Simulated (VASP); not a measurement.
A run of VASP 6.6.1 is set up as follows.

The input POSCAR:

```
EuS
1.0
    0.0000000000      2.9785018670      2.9785018670
    2.9785018670      0.0000000000      2.9785018670
    2.9785018670      2.9785018670      0.0000000000
Eu S
1 1
Direct
    0.5000000000      0.5000000000      0.5000000000
    0.0000000000      0.0000000000      0.0000000000
```

The input INCAR.step1:

```
SYSTEM = EuS
PREC     = Accurate       ! precision mode
ENCUT    = 800            ! plane-wave cutoff, eV
ISMEAR   = 0              ! smearing method
SIGMA    = 0.05           ! smearing width, eV
LREAL    = .False.        ! projectors in reciprocal space
LASPH    = .True.         ! aspherical terms in the spheres
NELM     = 200            ! most SCF steps
ISPIN    = 2              ! spin polarisation
MAGMOM   = 7.55 0         ! initial moments
LMAXMIX  = 6              ! l up to which the mixer works
LDAU     = .True.         ! DFT+U
LDAUTYPE = 2            
LDAUL    = 3 -1           ! shell
LDAUU    = 4 0            ! U, eV
LDAUJ    = 0 0          
NBANDS   = 22             ! bands
GGA      = PE             ! functional
ALGO     = Normal         ! electronic algorithm
EDIFF    = 1E-5           ! SCF threshold, eV
LWAVE    = .True.         ! write WAVECAR
LCHARG   = .False.        ! write CHGCAR
GGA_COMPAT= .False.
```

Contents of INCAR.step2:

```
SYSTEM = EuS
PREC     = Accurate       ! precision mode
ENCUT    = 800            ! plane-wave cutoff, eV
EDIFF    = 1E-6           ! SCF threshold, eV
ISMEAR   = 0              ! smearing method
SIGMA    = 0.05           ! smearing width, eV
LREAL    = .False.        ! projectors in reciprocal space
LASPH    = .True.         ! aspherical terms in the spheres
NELM     = 200            ! most SCF steps
ALGO     = Normal         ! electronic algorithm
ISIF     = 2              ! what is computed and relaxed
LWAVE    = .False.        ! write WAVECAR
LCHARG   = .False.        ! write CHGCAR
ISPIN    = 2              ! spin polarisation
MAGMOM   = 7.55 0         ! initial moments
LORBIT   = 11             ! projections on sites
LMAXMIX  = 6              ! l up to which the mixer works
LDAU     = .True.         ! DFT+U
LDAUTYPE = 2            
LDAUL    = 3 -1           ! shell
LDAUU    = 4 0            ! U, eV
LDAUJ    = 0 0          
LDAUPRINT= 1            
METAGGA  = R2SCAN         ! meta-GGA
LMIXTAU  = .True.       
IVDW     = 12             ! dispersion correction
VDW_S6   = 1.0          
VDW_S8   = 0.78981345   
VDW_A1   = 0.49484001   
VDW_A2   = 5.73083694   
NBANDS   = 22             ! bands
ISTART   = 1            
GGA_COMPAT= .False.
```

File KPOINTS:

```
regular mesh
0
Gamma
  8 8 8
  0 0 0
```

Potentials or basis: VASP PAW PBE potentials, release 64 (Eu, S).

The run is started by

```bash
$ cat potpaw_PBE.64/Eu/POTCAR potpaw_PBE.64/S/POTCAR > POTCAR
$ cp INCAR.step1 INCAR
$ mpirun -np 1 vasp_std > vasp.out
$ cp INCAR.step2 INCAR
$ mpirun -np 1 vasp_std > vasp.out
```

Question: Predict the net moment.

Answer: 7.00 μB per cell.

Question: What does it give for the band gap on the k mesh?

Answer: 0.15 eV (least direct gap 0.35 eV).

Question: Predict the pressure.

Answer: -0.9 GPa.

Eigenvalues of the final occupation matrices:
```
    site  spin  trace                         eigenvalues
site 1 f     1   6.81  0.97 0.97 0.97 0.97 0.97 0.97 0.97
site 1 f     2   0.01  0.00 0.00 0.00 0.00 0.00 0.00 0.00
```

Caveat: three body term missing; the PAW data sets were made with another functional, which shifts forces and pressure a little; spin-orbit coupling is left out, which moves the levels of the heavy elements; a cell with one magnetic atom can't hold antiferromagnetic order, which such compounds often take. A k mesh can miss the band edges.
